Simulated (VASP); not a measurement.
A run of VASP 6.6.1 is set up as follows.

File INCAR:

```
SYSTEM = CdF2
  PREC = Accurate
  ENCUT = 520
  EDIFF = 1E-6
  ISMEAR = 0
  SIGMA = 0.05
  LREAL = .FALSE.
  LASPH = .TRUE.
  NELM = 100
  ALGO = Normal
  ISIF = 2
  LWAVE = .FALSE.
  LCHARG = .TRUE.
  GGA = PE
  LELF = .TRUE.
  LVHAR = .TRUE.
  NBANDS = 20
```

Contents of KPOINTS:

```
Automatic mesh
0
G
  8 8 8
  0 0 0
```

Contents of POSCAR:

```
CdF2
1.0
    0.0000000000      2.6391750177      2.6391750177
    2.6391750177      0.0000000000      2.6391750177
    2.6391750177      2.6391750177      0.0000000000
Cd F
1 2
Direct
    0.0000000000      0.0000000000      0.0000000000
    0.2500000000      0.2500000000      0.2500000000
    0.7500000000      0.7500000000      0.7500000000
```

Potentials or basis: VASP PAW PBE potentials, release 64 (Cd, F).

Command:

```bash
$ cat potpaw_PBE.64/Cd/POTCAR potpaw_PBE.64/F/POTCAR > POTCAR
$ mpirun -np 1 vasp_std > vasp.out
```

Question: Predict the pressure.

Answer: 15.0 GPa.

Question: Estimate the band gap on the k mesh.

Answer: 3.29 eV (least direct gap 3.70 eV).

Caveat: the cell stands under pressure. A k mesh can miss the band edges.
